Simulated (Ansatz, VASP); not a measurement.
**ScBPd3: VASP beside Ansatz**

File INCAR:

```
SYSTEM = ScBPd3
  PREC = Accurate
  ENCUT = 520
  EDIFF = 1E-6
  ISMEAR = 1
  SIGMA = 0.3
  LREAL = .False.
  LASPH = .True.
  NELM = 100
  ALGO = Normal
  ISIF = 2
  LWAVE = .False.
  LCHARG = .False.
  GGA = PE
  NBANDS = 30
```

File KPOINTS:

```
regular mesh
0
Gamma
  6 6 6
  0 0 0
```

File POSCAR:

```
ScBPd3
1.0
    4.2349570000      0.0000000000      0.0000000000
    0.0000000000      4.2349570000      0.0000000000
    0.0000000000      0.0000000000      4.2349570000
Sc B Pd
1 1 3
Direct
    0.0000000000      0.0000000000      0.0000000000
    0.5000000000      0.5000000000      0.5000000000
    0.0000000000      0.5000000000      0.5000000000
    0.5000000000      0.5000000000      0.0000000000
    0.5000000000      0.0000000000      0.5000000000
```

Input for Ansatz:

```yaml
crystal:
  lattice:
    - [4.234957, 0.0, 0.0]
    - [0.0, 4.234957, 0.0]
    - [0.0, 0.0, 4.234957]
  atoms:
    - { symbol: Sc, position: [0.0, 0.0, 0.0] }
    - { symbol: B, position: [0.5, 0.5, 0.5] }
    - { symbol: Pd, position: [0.0, 0.5, 0.5] }
    - { symbol: Pd, position: [0.5, 0.5, 0.0] }
    - { symbol: Pd, position: [0.5, 0.0, 0.5] }
basis:
  ecutwfc: 420.0
kpoints:
  mp_grid:
    grid: [6, 6, 6]
    shift: [0.0, 0.0, 0.0]
hamiltonian:
  xc: pbe
scf:
  occupations:
    method: methfessel_paxton
    width: 0.3
output:
  stress: true
```

Alike in both runs: task single point; functional PBE; k mesh 6 × 6 × 6; occupations methfessel-paxton of order 1, width 0.3 eV; no spin polarisation.

|  | VASP | Ansatz |
| --- | --- | --- |
| version | VASP 6.6.1 | Ansatz 0.2.0 |
| potentials or method | VASP PAW PBE potentials, release 64 (Sc_sv, B, Pd), cutoff 520 eV | plane waves, PAW |
| valence electrons in the cell | 44 | 68 |

|  | VASP | Ansatz | Ansatz less VASP |
| --- | --- | --- | --- |
| pressure (GPa) | -0.9 | -0.9 | -0.04 |

VASP's potentials hold 44 valence electrons a cell and Ansatz's 68, so a difference there can come from the potentials and not from the codes.
